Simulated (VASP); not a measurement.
# Fe (Im-3m) in VASP: a series of runs

The runs below take Fe through single point, with PBE.

Everything below comes from runs of VASP 6.6.1. Logs are shortened: lines on timing, memory, paths and dates and some standing lists are left out, and cuts for length are marked.

## (1) The cell of the first run

It takes space group Im-3m (No. 229, cubic). The conventional cell has a = 2.831 Å, b = 2.831 Å, c = 2.831 Å, α = 90.00°, β = 90.00°, γ = 90.00°. Fe (site symmetry m-3m) has 14 Fe at 2.45 to 2.83 Å within 3.2 Å.

## (2) Single point, PBE

INCAR

```
SYSTEM = Fe
PREC = Accurate
ENCUT = 520
EDIFF = 1E-7
ISMEAR = 0
SIGMA = 0.05
LREAL = .False.
LASPH = .True.
NELM = 100
ALGO = Normal
ISIF = 2
LWAVE = .False.
LCHARG = .False.
GGA = PE
NBANDS = 10
```

KPOINTS

```
Automatic mesh
0
Gamma
  22 22 22
  0 0 0
```

POSCAR

```
Fe
1.0
   -1.4155932729      1.4155932729      1.4155932729
    1.4155932729     -1.4155932729      1.4155932729
    1.4155932729      1.4155932729     -1.4155932729
Fe
1
Direct
    0.0000000000      0.0000000000      0.0000000000
```

Potentials or basis: VASP PAW PBE potentials, release 64 (Fe).

On the command line:

```bash
$ cat potpaw_PBE.64/Fe/POTCAR > POTCAR
$ mpirun -np 1 vasp_std > vasp.out
```

OUTCAR:

```text
SYSTEM = Fe
   PREC = Accurate
   ENCUT = 520
   EDIFF = 1E-7
   ISMEAR = 0
   LREAL = .False.
   LASPH = .True.
   NELM = 100
   ISIF = 2
   GGA = PE

 ion  position               nearest neighbor table
   1  0.000  0.000  0.000-

  LATTYP: Found a body centered cubic cell.
 ALAT       =     2.8311865458

  Lattice vectors:

 A1 = (  -1.4155932729,   1.4155932729,   1.4155932729)
 A2 = (   1.4155932729,  -1.4155932729,   1.4155932729)
 A3 = (   1.4155932729,   1.4155932729,  -1.4155932729)

Analysis of symmetry for initial positions (statically):
=====================================================================
 Subroutine PRICEL returns:
 Original cell was already a primitive cell.

 Routine SETGRP: Setting up the symmetry group for a
 body centered cubic supercell.

 Subroutine GETGRP returns: Found 48 space group operations
 (whereof 48 operations were pure point group operations)
 out of a pool of 48 trial point group operations.

The static configuration has the point symmetry O_h .

Analysis of symmetry for dynamics (positions and initial velocities):
=====================================================================
 Subroutine PRICEL returns:
 Original cell was already a primitive cell.

 Routine SETGRP: Setting up the symmetry group for a
 body centered cubic supercell.

 Subroutine GETGRP returns: Found 48 space group operations
 (whereof 48 operations were pure point group operations)
 out of a pool of 48 trial point group operations.

The dynamic configuration has the point symmetry O_h .

 Subroutine INISYM returns: Found 48 space group operations
 (whereof 48 operations are pure point group operations),
 and found     1 'primitive' translations

----------------------------------------------------------------------------------------

                                     Primitive cell

  volume of cell :      11.3469

  direct lattice vectors                    reciprocal lattice vectors
    -1.415593273  1.415593273  1.415593273     0.000000000  0.353208799  0.353208799
     1.415593273 -1.415593273  1.415593273     0.353208799  0.000000000  0.353208799
     1.415593273  1.415593273 -1.415593273     0.353208799  0.353208799  0.000000000

  length of vectors
     2.451879472  2.451879472  2.451879472     0.499512674  0.499512674  0.499512674

  position of ions in fractional coordinates (direct lattice)
     0.000000000  0.000000000  0.000000000

  ion indices of the primitive-cell ions
   primitive index   ion index
                 1           1

----------------------------------------------------------------------------------------

 KPOINTS: Automatic mesh

Automatic generation of k-mesh.
 Grid dimensions read from file:
 generate k-points for:   22   22   22

 Generating k-lattice:

  Cartesian coordinates                     Fractional coordinates (reciprocal lattice)
     0.000000000  0.016054945  0.016054945     0.045454545  0.000000000  0.000000000
     0.016054945  0.000000000  0.016054945     0.000000000  0.045454545  0.000000000
     0.016054945  0.016054945  0.000000000     0.000000000  0.000000000  0.045454545

  Length of vectors
     0.022705122  0.022705122  0.022705122

  Shift w.r.t. Gamma in fractional coordinates (k-lattice)
     0.000000000  0.000000000  0.000000000

 Subroutine IBZKPT returns following result:
 ===========================================

 Found    328 irreducible k-points:

 Following reciprocal coordinates:
            Coordinates               Weight
  0.000000  0.000000  0.000000      1.000000
  0.045455  0.000000  0.000000     12.000000
  0.090909  0.000000  0.000000     12.000000
  0.136364  0.000000  0.000000     12.000000
  0.181818  0.000000  0.000000     12.000000
  0.227273  0.000000  0.000000     12.000000
[... 16 lines left out ...]
  0.090909  0.090909  0.000000     24.000000
  0.136364  0.090909  0.000000     48.000000
 [... further k-points ...]
   k-points           NKPTS =    328   k-points in BZ     NKDIM =    328   number of bands    NBANDS=     10
   number of dos      NEDOS =    301   number of ions     NIONS =      1
   total plane-waves  NPLWV =   5832
   dimension x,y,z NGX =    18 NGY =   18 NGZ =   18
   dimension x,y,z NGXF=    36 NGYF=   36 NGZF=   36
   ions per type =               1
   NGX,Y,Z   is equivalent  to a cutoff of  12.20, 12.20, 12.20 a.u.
   NGXF,Y,Z  is equivalent  to a cutoff of  24.41, 24.41, 24.41 a.u.
 SYSTEM =  Fe
   PREC   = accura    normal or accurate (medium, high low for compatibility)
   ISTART =      0    job   : 0-new  1-cont  2-samecut
   ICHARG =      2    charge: 1-file 2-atom 10-const
   ISPIN  =      1    spin polarized calculation?
   LNONCOLLINEAR =      F non collinear calculations
   LSORBIT =      F    spin-orbit coupling
   LASPH  =      T    aspherical Exc in radial PAW
   ENCUT  =  520.0 eV  38.22 Ry    6.18 a.u.   4.56  4.56  4.56*2*pi/ulx,y,z
   NELM   =    100;   NELMIN=  2; NELMDL= -5     # of ELM steps
   EDIFF  = 0.1E-06   stopping-criterion for ELM
   LREAL  =      F    real-space projection
   EDIFFG = 0.1E-05   stopping-criterion for IOM
   NSW    =      0    number of steps for IOM
   IBRION =     -1    ionic relax: 0-MD 1-quasi-New 2-CG
   NFREE  =      0    steps in history (QN), initial steepest desc. (CG)
   ISIF   =      2    stress and relaxation
   ISYM   =      2    0-nonsym 1-usesym 2-fastsym
   POTIM  = 0.5000    time-step for ionic-motion
   TEBEG  =    0.0;   TEEND  =   0.0 temperature during run
   PSTRESS=    0.0 pullay stress
   NELECT =       8.0000    total number of electrons
   NUPDOWN=      -1.0000    fix difference up-down
   EMIN   =  10.00;   EMAX   =-10.00  energy-range for DOS
   EFERMI =   0.00;   METHOD = LEGACY
   ISMEAR =     0;   SIGMA  =   0.05  broadening in eV -4-tet -1-fermi 0-gaus
   EFERMI_NEDOS =   21; number of points for ismear=-14 and -15
   IALGO  =     38    algorithm
   IMIX   =      4    mixing-type and parameters
     AMIX     =   0.40;   BMIX     =  1.00
     AMIX_MAG =   1.60;   BMIX_MAG =  1.00
  volume/ion in A,a.u.               =      11.35        76.57
  Fermi-wavevector in a.u.,A,eV,Ry     =   1.457068  2.753458 28.885791  2.123046
  Thomas-Fermi vector in A             =   2.573912
   LORBIT       =      0    0 simple, 1 ext, 2 COOP (PROOUT), +10 PAW based schemes
   GGA     = PE    functional components
   LHFCALC =     F    Hartree Fock is set to
   AEXX    =    0.0000 exact exchange contribution
   IVDW    =     0    specifies the selected vdW correction
   LEPSILON=     F    determine dielectric tensor
   LRPA    =     F    only Hartree local field effects (RPA)
 non-spin polarized calculation
 Gauss-broadening in eV      SIGMA  =   0.05
  energy-cutoff  :      520.00
  volume of cell :       11.35
 maximum number of plane-waves:       321
   NGX =  9   NGY =  9   NGZ =  9

 number of electron       8.0000009 magnetization

 Free energy of the ion-electron system (eV)
  ---------------------------------------------------
  ext. energy  EPLUGINS =         0.00000000
  ---------------------------------------------------
  free energy    TOTEN  =        -7.71287429 eV

  energy without entropy =       -7.70830323  energy(sigma->0) =       -7.71058876

 E-fermi :   5.8886     XC(G=0): -13.1693

 val. band max:        5.8862212378   @ k =   0.1364   0.0455   0.0000
 cond. band min:       5.8903690821   @ k =   0.1818   0.0455   0.0455
 fundamental gap:      0.0041478443
 Fermi energy:         5.8886268988

 k-point     1 :       0.0000    0.0000    0.0000
  band No.  band energies     occupation
      1      -2.5411      2.00000
      2       4.2826      2.00000
      3       4.2826      2.00000
      4       4.2826      2.00000
      5       5.8437      1.79576
      6       5.8437      1.79574
      7      30.7586      0.00000
      8      30.7586      0.00000
      9      30.7586      0.00000
     10      36.0057      0.00000

 k-point     2 :       0.0455    0.0000    0.0000
  band No.  band energies     occupation
      1      -2.4550      2.00000
      2       4.2573      2.00000
      3       4.2801      2.00000
      4       4.3303      2.00000
      5       5.8169      1.95751
      6       5.8457      1.77516
      7      30.2001      0.00000
      8      30.6469      0.00000
      9      30.7082      0.00000
     10      35.6340      0.00000

 k-point     3 :       0.0909    0.0000    0.0000
  band No.  band energies     occupation
      1      -2.2000      2.00000
      2       4.1840      2.00000
      3       4.2680      2.00000
      4       4.4711      2.00000
      5       5.7472      1.99994
      6       5.8520      1.69941
      7      28.8257      0.00000
      8      30.2537      0.00000
      9      30.5735      0.00000
     10      35.1701      0.00000

 k-point     4 :       0.1364    0.0000    0.0000
  band No.  band energies     occupation
      1      -1.7862      2.00000
      2       4.0698      2.00000
      3       4.2348      2.00000
      4       4.6981      2.00000
      5       5.6640      2.00000
      6       5.8636      1.52131
      7      27.0267      0.00000
      8      29.5336      0.00000
      9      30.3917      0.00000
     10      33.9156      0.00000
[... 222 lines left out ...]
 k-point    22 :       0.4545    0.0455   -0.0000
  band No.  band energies     occupation
      1       1.4848      2.00000
      2       3.1401      2.00000
      3       5.6931      2.00000
      4       5.8219      1.94104
      5       6.3738      0.00000
      6       7.3975      0.00000
      7      13.8374      0.00000
      8      23.9137      0.00000
      9      25.9554      0.00000
     10      29.9389      0.00000

 k-point    23 :       0.0909    0.0909    0.0000
  band No.  band energies     occupation
      1      -1.5436      2.00000
      2       4.0588      2.00000
      3       4.1292      2.00000
      4       4.8629      2.00000
      5       5.6002      2.00000
      6       5.8947      0.86311
      7      26.6906      0.00000
      8      27.8735      0.00000
      9      31.1143      0.00000
     10      32.2886      0.00000

 k-point    24 :       0.1364    0.0909    0.0000
  band No.  band energies     occupation
      1      -1.0012      2.00000
      2       3.9296      2.00000
      3       4.0396      2.00000
      4       5.1809      2.00000
      5       5.5341      2.00000
      6       5.9320      0.21961
      7      25.0151      0.00000
      8      26.6964      0.00000
      9      30.7859      0.00000
     10      31.2517      0.00000

 [... further k-points ...]

------------------------ aborting loop because EDIFF is reached ----------------------------------------

  FORCE on cell =-STRESS in cart. coord.  units (eV):
  Direction    XX          YY          ZZ          XY          YZ          ZX
  --------------------------------------------------------------------------------------
  -------------------------------------------------------------------------------------
  Total       -1.2730791     -1.2730791     -1.2730791      0.0000000      0.0000000      0.0000000
  in kB     -179.7589399   -179.7589399   -179.7589399      0.0000000      0.0000000      0.0000000
  external PRESSURE =    -179.7589399 kB  Pullay stress =       0.0000000 kB

 VOLUME and BASIS-vectors are now :
 -----------------------------------------------------------------------------
  energy-cutoff  :      520.00
  volume of cell :       11.35
      direct lattice vectors                 reciprocal lattice vectors
    -1.415593273  1.415593273  1.415593273     0.000000000  0.353208799  0.353208799
     1.415593273 -1.415593273  1.415593273     0.353208799  0.000000000  0.353208799
     1.415593273  1.415593273 -1.415593273     0.353208799  0.353208799  0.000000000

 POSITION                                       TOTAL-FORCE (eV/Angst)
 -----------------------------------------------------------------------------------
      0.00000      0.00000      0.00000        -0.000000      0.000000     -0.000000
 -----------------------------------------------------------------------------------
    total drift:                                0.000000     -0.000000      0.000000

  FREE ENERGIE OF THE ION-ELECTRON SYSTEM (eV)
  ---------------------------------------------------
  free  energy   TOTEN  =        -7.7128742865 eV

  energy  without entropy=       -7.7083032285  energy(sigma->0) =       -7.71058876
```

Wall time 19 s (1 thread of AMD EPYC 7R13 (Zen 3), shared host); peak memory 0.12 GiB.

Results:

```
Free energy            : -7.7129 eV
Pressure               : -18.0 GPa
Band gap on the k mesh : zero (bands 4 and 5 overlap by 1.87 eV)
```

Caveat: the cell stands under tension; the run has no spin polarisation, though such a crystal can be magnetic. Spin polarisation is off, so any magnetic state and its effect on volume and gap are missing.

## (3) Single point, PBE, collinear spin, ferromagnetic start

This run uses another cell than the first one: it holds 2 atoms, not 1.

INCAR

```
PREC = Accurate
ENCUT = 520
EDIFF = 1E-6
ISMEAR = 0
SIGMA = 0.05
LREAL = F
LASPH = T
NELM = 150
ALGO = Normal
ISIF = 2
LWAVE = F
LCHARG = T
ISPIN = 2
MAGMOM = 2.5 2.5
LORBIT = 11
LMAXMIX = 4
GGA = PE
LELF = T
LVHAR = T
NBANDS = 19
```

KPOINTS

```
regular mesh
0
Gamma
  12 12 12
```

POSCAR

```
Fe
1.0
    2.8311865458      0.0000000000      0.0000000000
    0.0000000000      2.8311865458      0.0000000000
    0.0000000000      0.0000000000      2.8311865458
Fe
2
Direct
    0.0000000000      0.0000000000      0.0000000000
    0.5000000000      0.5000000000      0.5000000000
```

Potentials or basis: VASP PAW PBE potentials, release 64 (Fe).

On the command line:

```bash
$ cat potpaw_PBE.64/Fe/POTCAR > POTCAR
$ mpirun -np 1 vasp_std > vasp.out
```

Wall time 53 s (1 thread of AMD EPYC 7R13 (Zen 3), shared host); peak memory 0.15 GiB.

The run converged. Its results:

* Free energy: -16.4872 eV
* Pressure: -0.6 GPa
* Net moment: 4.32 μB per cell
* Site moments: Fe +2.16 μB
* Valence electrons inside the program's atomic spheres: Fe 7.27

Levels at points of the mesh, in eV from the Fermi level:
Spin up:
```
           k point  band 6  band 7  band 8  band 9  band 10  band 11  band 12  band 13  band 14  band 15
(0.00, 0.00, 0.00)   -2.31   -1.10   -1.10    0.11     0.11     0.11     9.94     9.94     9.94    15.65
(0.50, 0.00, 0.00)   -1.86   -1.86   -1.86   -1.12    -1.12     0.21     0.21    17.10    17.10    17.10
(0.50, 0.50, 0.00)   -1.03   -0.91   -0.91    0.38     0.38     0.51     0.51     7.36     7.36    18.37
(0.50, 0.50, 0.50)   -3.24   -0.88   -0.88   -0.88    -0.88     8.64     8.64     8.64     8.64     8.64
```
Spin down:
```csv
k point,band 2,band 3,band 4,band 5,band 6,band 7,band 8,band 9,band 10,band 11
"(0.00, 0.00, 0.00)",-3.06,-3.06,-0.43,-0.43,-0.43,1.63,1.63,2.26,2.26,2.26
"(0.50, 0.00, 0.00)",-4.08,-0.80,-0.80,-0.05,-0.05,-0.05,-0.05,0.88,0.88,2.55
"(0.50, 0.50, 0.00)",-3.67,-1.71,-1.71,0.61,0.61,1.48,1.48,1.89,1.89,2.56
"(0.50, 0.50, 0.50)",-1.87,-1.87,-1.87,-1.87,-1.87,1.93,1.93,1.93,1.93,9.50
```
